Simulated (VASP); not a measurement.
# W (Im-3m) in VASP: notebook

The runs below take W through relaxation of cell and atoms, with PBEsol.

All numbers are computed with VASP 6.6.1; they aren't measurements. Logs are shortened: lines on timing, memory, paths and dates and some standing lists are left out, and cuts for length are marked.

**1. The cell of the first run**

It takes space group Im-3m (No. 229, cubic). Conventional cell: a = 3.110 Å, b = 3.110 Å, c = 3.110 Å, α = 90.00°, β = 90.00°, γ = 90.00°. W (site symmetry m-3m) has 14 W at 2.69 to 3.11 Å within 3.6 Å.

**2. Relaxation of cell and atoms, PBEsol, target pressure 15 GPa, at which the enthalpy is minimised**

The input, INCAR:

```
SYSTEM = W
PREC = Accurate
ENCUT = 600
EDIFF = 1E-6
ISMEAR = 0
SIGMA = 0.1
LREAL = .False.
LASPH = .True.
NELM = 100
ALGO = Normal
ISIF = 3
LWAVE = .False.
LCHARG = .False.
GGA = PS
IBRION = 2
NSW = 70
EDIFFG = -0.008
PSTRESS = 150.0
```

The input, KPOINTS:

```
regular mesh
0
Gamma
  18 18 18
  0 0 0
```

The input, POSCAR:

```
W
1.0
   -1.5549441142      1.5549441142      1.5549441142
    1.5549441142     -1.5549441142      1.5549441142
    1.5549441142      1.5549441142     -1.5549441142
W
1
Direct
    0.0000000000      0.0000000000      0.0000000000
```

Potentials or basis: VASP PAW PBE potentials, release 64 (W_sv).

Command:

```bash
$ cat potpaw_PBE.64/W_sv/POTCAR > POTCAR
$ mpirun -np 1 vasp_std > vasp.out
```

OUTCAR:

```text
SYSTEM = W
   PREC = Accurate
   ENCUT = 600
   EDIFF = 1E-6
   ISMEAR = 0
   LREAL = .False.
   LASPH = .True.
   NELM = 100
   ISIF = 3
   GGA = PS
   IBRION = 2
   NSW = 70
   EDIFFG = -0.008
   PSTRESS = 150.0

 ion  position               nearest neighbor table
   1  0.000  0.000  0.000-

  LATTYP: Found a body centered cubic cell.
 ALAT       =     3.1098882284

  Lattice vectors:

 A1 = (  -1.5549441142,   1.5549441142,   1.5549441142)
 A2 = (   1.5549441142,  -1.5549441142,   1.5549441142)
 A3 = (   1.5549441142,   1.5549441142,  -1.5549441142)

Analysis of symmetry for initial positions (statically):
=====================================================================
 Subroutine PRICEL returns:
 Original cell was already a primitive cell.

 Routine SETGRP: Setting up the symmetry group for a
 body centered cubic supercell.

 Subroutine GETGRP returns: Found 48 space group operations
 (whereof 48 operations were pure point group operations)
 out of a pool of 48 trial point group operations.

The static configuration has the point symmetry O_h .

Analysis of symmetry for dynamics (positions and initial velocities):
=====================================================================
 Subroutine PRICEL returns:
 Original cell was already a primitive cell.

 Routine SETGRP: Setting up the symmetry group for a
 body centered cubic supercell.

 Subroutine GETGRP returns: Found 48 space group operations
 (whereof 48 operations were pure point group operations)
 out of a pool of 48 trial point group operations.

The dynamic configuration has the point symmetry O_h .

 Subroutine INISYM returns: Found 48 space group operations
 (whereof 48 operations are pure point group operations),
 and found     1 'primitive' translations

----------------------------------------------------------------------------------------

                                     Primitive cell

  volume of cell :      15.0385

  direct lattice vectors                    reciprocal lattice vectors
    -1.554944114  1.554944114  1.554944114     0.000000000  0.321554965  0.321554965
     1.554944114 -1.554944114  1.554944114     0.321554965  0.000000000  0.321554965
     1.554944114  1.554944114 -1.554944114     0.321554965  0.321554965  0.000000000

  length of vectors
     2.693242209  2.693242209  2.693242209     0.454747392  0.454747392  0.454747392

  position of ions in fractional coordinates (direct lattice)
     0.000000000  0.000000000  0.000000000

  ion indices of the primitive-cell ions
   primitive index   ion index
                 1           1

----------------------------------------------------------------------------------------

 KPOINTS: regular mesh

Automatic generation of k-mesh.
 Grid dimensions read from file:
 generate k-points for:   18   18   18

 Generating k-lattice:

  Cartesian coordinates                     Fractional coordinates (reciprocal lattice)
     0.000000000  0.017864165  0.017864165     0.055555556  0.000000000  0.000000000
     0.017864165  0.000000000  0.017864165     0.000000000  0.055555556  0.000000000
     0.017864165  0.017864165  0.000000000     0.000000000  0.000000000  0.055555556

  Length of vectors
     0.025263744  0.025263744  0.025263744

  Shift w.r.t. Gamma in fractional coordinates (k-lattice)
     0.000000000  0.000000000  0.000000000

 Subroutine IBZKPT returns following result:
 ===========================================

 Found    195 irreducible k-points:

 Following reciprocal coordinates:
            Coordinates               Weight
  0.000000  0.000000  0.000000      1.000000
  0.055556  0.000000  0.000000     12.000000
  0.111111  0.000000  0.000000     12.000000
  0.166667  0.000000  0.000000     12.000000
  0.222222  0.000000  0.000000     12.000000
  0.277778  0.000000  0.000000     12.000000
[... 16 lines left out ...]
  0.333333  0.111111 -0.000000     48.000000
  0.388889  0.111111  0.000000     48.000000
 [... further k-points ...]
   k-points           NKPTS =    195   k-points in BZ     NKDIM =    195   number of bands    NBANDS=     11
   number of dos      NEDOS =    301   number of ions     NIONS =      1
   total plane-waves  NPLWV =  13824
   dimension x,y,z NGX =    24 NGY =   24 NGZ =   24
   dimension x,y,z NGXF=    48 NGYF=   48 NGZF=   48
   ions per type =               1
   NGX,Y,Z   is equivalent  to a cutoff of  14.81, 14.81, 14.81 a.u.
   NGXF,Y,Z  is equivalent  to a cutoff of  29.63, 29.63, 29.63 a.u.
 SYSTEM =  W
   PREC   = accura    normal or accurate (medium, high low for compatibility)
   ISTART =      0    job   : 0-new  1-cont  2-samecut
   ICHARG =      2    charge: 1-file 2-atom 10-const
   ISPIN  =      1    spin polarized calculation?
   LNONCOLLINEAR =      F non collinear calculations
   LSORBIT =      F    spin-orbit coupling
   LASPH  =      T    aspherical Exc in radial PAW
   ENCUT  =  600.0 eV  44.10 Ry    6.64 a.u.   5.38  5.38  5.38*2*pi/ulx,y,z
   NELM   =    100;   NELMIN=  2; NELMDL= -5     # of ELM steps
   EDIFF  = 0.1E-05   stopping-criterion for ELM
   LREAL  =      F    real-space projection
   EDIFFG = -.8E-02   stopping-criterion for IOM
   NSW    =     70    number of steps for IOM
   IBRION =      2    ionic relax: 0-MD 1-quasi-New 2-CG
   NFREE  =      1    steps in history (QN), initial steepest desc. (CG)
   ISIF   =      3    stress and relaxation
   ISYM   =      2    0-nonsym 1-usesym 2-fastsym
   POTIM  = 0.5000    time-step for ionic-motion
   TEBEG  =    0.0;   TEEND  =   0.0 temperature during run
   PSTRESS=  150.0 pullay stress
   NELECT =      14.0000    total number of electrons
   NUPDOWN=      -1.0000    fix difference up-down
   EMIN   =  10.00;   EMAX   =-10.00  energy-range for DOS
   EFERMI =   0.00;   METHOD = LEGACY
   ISMEAR =     0;   SIGMA  =   0.10  broadening in eV -4-tet -1-fermi 0-gaus
   EFERMI_NEDOS =   21; number of points for ismear=-14 and -15
   IALGO  =     38    algorithm
   IMIX   =      4    mixing-type and parameters
     AMIX     =   0.40;   BMIX     =  1.00
     AMIX_MAG =   1.60;   BMIX_MAG =  1.00
  volume/ion in A,a.u.               =      15.04       101.48
  Fermi-wavevector in a.u.,A,eV,Ry     =   1.598513  3.020751 34.766185  2.555242
  Thomas-Fermi vector in A             =   2.695951
   LORBIT       =      0    0 simple, 1 ext, 2 COOP (PROOUT), +10 PAW based schemes
   GGA     = PS    functional components
   LHFCALC =     F    Hartree Fock is set to
   AEXX    =    0.0000 exact exchange contribution
   IVDW    =     0    specifies the selected vdW correction
   LEPSILON=     F    determine dielectric tensor
   LRPA    =     F    only Hartree local field effects (RPA)
 conjugate gradient relaxation of ions
 non-spin polarized calculation
 Gauss-broadening in eV      SIGMA  =   0.10
  energy-cutoff  :      600.00
  volume of cell :       15.04
 maximum number of plane-waves:       531
 NGX is ok and might be reduce to    24
   NGX = 11   NGY = 11   NGZ = 11

--------------------------------------- Ionic step        1  -------------------------------------------

 number of electron      13.9999998 magnetization

 Free energy of the ion-electron system (eV)
  ---------------------------------------------------
  ext. energy  EPLUGINS =         0.00000000
  ---------------------------------------------------
  free energy    TOTEN  =       -13.76827261 eV

  energy without entropy =      -13.76471822  energy(sigma->0) =      -13.76649541

------------------------ aborting loop because EDIFF is reached ----------------------------------------

  FORCE on cell =-STRESS in cart. coord.  units (eV):
  Direction    XX          YY          ZZ          XY          YZ          ZX
  --------------------------------------------------------------------------------------
  -------------------------------------------------------------------------------------
  Total        1.5136073      1.5136073      1.5136073      0.0000000     -0.0000000      0.0000000
  in kB      161.2573204    161.2573204    161.2573204      0.0000000     -0.0000000      0.0000000
  external PRESSURE =      11.2573204 kB  Pullay stress =     150.0000000 kB

 VOLUME and BASIS-vectors are now :
 -----------------------------------------------------------------------------
  energy-cutoff  :      600.00
  volume of cell :       15.04
      direct lattice vectors                 reciprocal lattice vectors
    -1.554944114  1.554944114  1.554944114     0.000000000  0.321554965  0.321554965
     1.554944114 -1.554944114  1.554944114     0.321554965  0.000000000  0.321554965
     1.554944114  1.554944114 -1.554944114     0.321554965  0.321554965  0.000000000
[... 44 lines left out ...]
  FREE ENERGIE OF THE ION-ELECTRON SYSTEM (eV)
  ---------------------------------------------------
  free  energy   TOTEN  =       -13.7872834031 eV

  energy  without entropy=      -13.7838402835  energy(sigma->0) =      -13.78556184

  enthalpy is  TOTEN    =       -12.3576995229 eV   P V=        1.4295838802

--------------------------------------- Ionic step        3  -------------------------------------------

 number of electron      13.9999998 magnetization

 Free energy of the ion-electron system (eV)
  ---------------------------------------------------
  ext. energy  EPLUGINS =         0.00000000
  ---------------------------------------------------
  free energy    TOTEN  =       -13.77249631 eV

  energy without entropy =      -13.76896845  energy(sigma->0) =      -13.77073238

 E-fermi :  11.9946     XC(G=0): -14.0453

 val. band max:       11.9841377154   @ k =  -0.1667   0.1667   0.0556
 cond. band min:      11.9950662575   @ k =   0.5000   0.5000   0.2222
 fundamental gap:      0.0109285422
 Fermi energy:        11.9945811933

 k-point     1 :       0.0000    0.0000    0.0000
  band No.  band energies     occupation
      1     -62.0775      2.00000
      2     -25.5542      2.00000
      3     -25.5542      2.00000
      4     -25.5542      2.00000
      5       2.0816      2.00000
      6      10.6837      2.00000
      7      10.6837      2.00000
      8      10.6837      2.00000
      9      14.3618      0.00000
     10      14.3618      0.00000
     11      26.6594      0.00000

 k-point     2 :       0.0556    0.0000    0.0000
  band No.  band energies     occupation
      1     -62.0725      2.00000
      2     -25.6045      2.00000
      3     -25.5696      2.00000
      4     -25.5545      2.00000
      5       2.2416      2.00000
      6      10.5846      2.00000
      7      10.6618      2.00000
      8      10.8385      2.00000
      9      14.1981      0.00000
     10      14.3618      0.00000
     11      26.8003      0.00000
[... 295 lines left out ...]
 k-point    24 :       0.3889    0.1111    0.0000
  band No.  band energies     occupation
      1     -61.9094      2.00000
      2     -26.9832      2.00000
      3     -26.0876      2.00000
      4     -25.6325      2.00000
      5       5.8622      2.00000
      6       8.3536      2.00000
      7      11.5062      2.00000
      8      14.1544      0.00000
      9      15.5949      0.00000
     10      18.9101      0.00000
     11      23.6356      0.00000

 [... further k-points ...]
[... 5 lines left out ...]
  --------------------------------------------------------------------------------------
  -------------------------------------------------------------------------------------
  Total        1.4104933      1.4104933      1.4104933      0.0000000      0.0000000     -0.0000000
  in kB      149.8384035    149.8384035    149.8384035      0.0000000      0.0000000     -0.0000000
  external PRESSURE =      -0.1615965 kB  Pullay stress =     150.0000000 kB

 VOLUME and BASIS-vectors are now :
 -----------------------------------------------------------------------------
  energy-cutoff  :      600.00
  volume of cell :       15.08
      direct lattice vectors                 reciprocal lattice vectors
    -1.556441580  1.556441580  1.556441580     0.000000000  0.321245594  0.321245594
     1.556441580 -1.556441580  1.556441580     0.321245594  0.000000000  0.321245594
     1.556441580  1.556441580 -1.556441580     0.321245594  0.321245594  0.000000000

 POSITION                                       TOTAL-FORCE (eV/Angst)
 -----------------------------------------------------------------------------------
      0.00000      0.00000      0.00000         0.000000      0.000000     -0.000000
 -----------------------------------------------------------------------------------
    total drift:                               -0.000000      0.000000     -0.000000

  FREE ENERGIE OF THE ION-ELECTRON SYSTEM (eV)
  ---------------------------------------------------
  free  energy   TOTEN  =       -13.7724963123 eV

  energy  without entropy=      -13.7689684502  energy(sigma->0) =      -13.77073238

  enthalpy is  TOTEN    =       -12.3604818630 eV   P V=        1.4120144493

 reached required accuracy - stopping structural energy minimisation
```

Run time: 75 s. Hardware: 1 thread of Intel Xeon 8259CL, shared host; peak memory 0.18 GiB.

Results:

| Quantity | Value |
| --- | --- |
| Free energy | -13.7725 eV |
| Relaxed volume | 15.08 Å³/atom |
| Relaxed cell | a = 2.696 Å, b = 2.696 Å, c = 2.696 Å, α = 109.47°, β = 109.47°, γ = 109.47° |
| Space group after relaxing (to 0.1 Å) | Im-3m (No. 229) |
| Energy change on relaxing (the run minimises the enthalpy) | -4.2 meV/atom |
| Ionic steps | 3 |
| Pressure after relaxing | 15.0 GPa |
| Band gap on the k mesh | zero (bands 7 and 8 overlap by 6.87 eV) |

The path:
```
step  energy change (eV)  largest force (eV/Å)  pressure (GPa)  volume (Å³)
   1              0.0000                0.0000           16.13        15.04
   2             -0.0190                0.0000           10.31        15.27
   3             -0.0042                0.0000           14.98        15.08
```

Final structure:
```xyz
1
Lattice="-1.5564 1.5564 1.5564 1.5564 -1.5564 1.5564 1.5564 1.5564 -1.5564" Properties=species:S:1:pos:R:3 pbc="T T T"
W     0.0000    0.0000    0.0000
```

Caveat: the cell is relaxed towards a set pressure, so the run minimises the enthalpy, not the energy; the PAW data sets were made with another functional, which shifts forces and pressure a little; spin-orbit coupling is left out, which moves the levels of the heavy elements.

**3. Relaxation of cell and atoms, PBEsol, target pressure 3 GPa, at which the enthalpy is minimised**

This run uses another cell than the first one, of 15.26 Å³/atom.

The input, INCAR:

```
SYSTEM = W
PREC = Accurate
ENCUT = 600
EDIFF = 1E-6
ISMEAR = 0
SIGMA = 0.1
LREAL = .FALSE.
LASPH = .TRUE.
NELM = 60
ALGO = Fast
ISIF = 3
LWAVE = .FALSE.
LCHARG = .FALSE.
GGA = PS
IBRION = 2
NSW = 70
EDIFFG = -0.008
PSTRESS = 30.0
```

The input, KPOINTS:

```
Automatic mesh
0
G
  18 18 18
  0 0 0
```

The input, POSCAR:

```
W
1.0
   -1.5623947774      1.5623947774      1.5623947774
    1.5623947774     -1.5623947774      1.5623947774
    1.5623947774      1.5623947774     -1.5623947774
W
1
Direct
    0.0000000000      0.0000000000      0.0000000000
```

Potentials or basis: VASP PAW PBE potentials, release 64 (W_sv).

Command:

```bash
$ cat potpaw_PBE.64/W_sv/POTCAR > POTCAR
$ mpirun -np 1 vasp_std > vasp.out
```

OUTCAR:

```text
SYSTEM = W
   PREC = Accurate
   ENCUT = 600
   EDIFF = 1E-6
   ISMEAR = 0
   LREAL = .FALSE.
   LASPH = .TRUE.
   NELM = 60
   ISIF = 3
   GGA = PS
   IBRION = 2
   NSW = 70
   EDIFFG = -0.008
   PSTRESS = 30.0

 ion  position               nearest neighbor table
   1  0.000  0.000  0.000-

  LATTYP: Found a body centered cubic cell.
 ALAT       =     3.1247895548

  Lattice vectors:

 A1 = (  -1.5623947774,   1.5623947774,   1.5623947774)
 A2 = (   1.5623947774,  -1.5623947774,   1.5623947774)
 A3 = (   1.5623947774,   1.5623947774,  -1.5623947774)

Analysis of symmetry for initial positions (statically):
=====================================================================
 Subroutine PRICEL returns:
 Original cell was already a primitive cell.

 Routine SETGRP: Setting up the symmetry group for a
 body centered cubic supercell.

 Subroutine GETGRP returns: Found 48 space group operations
 (whereof 48 operations were pure point group operations)
 out of a pool of 48 trial point group operations.

The static configuration has the point symmetry O_h .
[... 168 lines left out ...]
  --------------------------------------------------------------------------------------
  -------------------------------------------------------------------------------------
  Total        1.0264219      1.0264219      1.0264219      0.0000000     -0.0000000      0.0000000
  in kB      107.7963769    107.7963769    107.7963769      0.0000000     -0.0000000      0.0000000
  external PRESSURE =      77.7963769 kB  Pullay stress =      30.0000000 kB
[... 98 lines left out ...]
--------------------------------------- Ionic step        4  -------------------------------------------

 number of electron      14.0000001 magnetization

 Free energy of the ion-electron system (eV)
  ---------------------------------------------------
  ext. energy  EPLUGINS =         0.00000000
  ---------------------------------------------------
  free energy    TOTEN  =       -13.80031840 eV

  energy without entropy =      -13.79690182  energy(sigma->0) =      -13.79861011

 E-fermi :  11.5120     XC(G=0): -13.8571

 val. band max:       11.5033680949   @ k =  -0.1667   0.1667   0.0556
 cond. band min:      11.5134953260   @ k =  -0.2778   0.3333   0.2222
 fundamental gap:      0.0101272311
 Fermi energy:        11.5119868487

 k-point     1 :       0.0000    0.0000    0.0000
  band No.  band energies     occupation
      1     -62.6016      2.00000
      2     -26.1336      2.00000
      3     -26.1336      2.00000
      4     -26.1336      2.00000
      5       1.7744      2.00000
      6      10.2579      2.00000
      7      10.2579      2.00000
      8      10.2579      2.00000
      9      13.7977      0.00000
     10      13.7977      0.00000
     11      26.1011      0.00000
[... 309 lines left out ...]
 k-point    24 :       0.3889    0.1111   -0.0000
  band No.  band energies     occupation
      1     -62.4562      2.00000
      2     -27.4175      2.00000
      3     -26.6146      2.00000
      4     -26.2026      2.00000
      5       5.5732      2.00000
      6       8.0237      2.00000
      7      10.9634      2.00000
      8      13.5805      0.00000
      9      14.9471      0.00000
     10      18.1191      0.00000
     11      22.6747      0.00000

 [... further k-points ...]
[... 5 lines left out ...]
  --------------------------------------------------------------------------------------
  -------------------------------------------------------------------------------------
  Total        0.2954145      0.2954145      0.2954145     -0.0000000     -0.0000000     -0.0000000
  in kB       30.3688717     30.3688717     30.3688717     -0.0000000     -0.0000000     -0.0000000
  external PRESSURE =       0.3688717 kB  Pullay stress =      30.0000000 kB
[... 20 lines left out ...]
  energy  without entropy=      -13.7969018181  energy(sigma->0) =      -13.79861011

  enthalpy is  TOTEN    =       -13.5084920803 eV   P V=        0.2918263172

 reached required accuracy - stopping structural energy minimisation
```

It took 2.2 min on 1 thread of Intel Xeon 8259CL, shared host; peak memory 0.18 GiB.

What came out:

```yaml
Free_energy: -13.8003 eV
Relaxed_volume: 15.59 Å³/atom
Relaxed_cell: a = 2.725 Å, b = 2.725 Å, c = 2.725 Å, α = 109.47°, β = 109.47°, γ = 109.47°
Space_group_after_relaxing_to_0.1_Å: Im-3m (No. 229)
Energy_change_on_relaxing_the_run_minimises_the_enthalpy: -13.9 meV/atom
Ionic_steps: 4
Pressure_after_relaxing: 3.0 GPa
Band_gap_on_the_k_mesh: zero (bands 7 and 8 overlap by 6.57 eV)
```

The path:
```tsv
step	energy change (eV)	largest force (eV/Å)	pressure (GPa)	volume (Å³)
1	0.0000	0.0000	10.78	15.26
2	0.0703	0.0000	-20.87	16.95
3	-0.0141	0.0000	2.67	15.60
4	-0.0139	0.0000	3.04	15.59
```

Final structure:
```
W
1.0
    -1.57356    1.57356    1.57356
     1.57356   -1.57356    1.57356
     1.57356    1.57356   -1.57356
W
1
Direct
  0.00000 0.00000 0.00000
```

Caveat: the cell is relaxed towards a set pressure, so the run minimises the enthalpy, not the energy; the PAW data sets were made with another functional, which shifts forces and pressure a little; spin-orbit coupling is left out, which moves the levels of the heavy elements.

(Continued in part 2 of 2.)
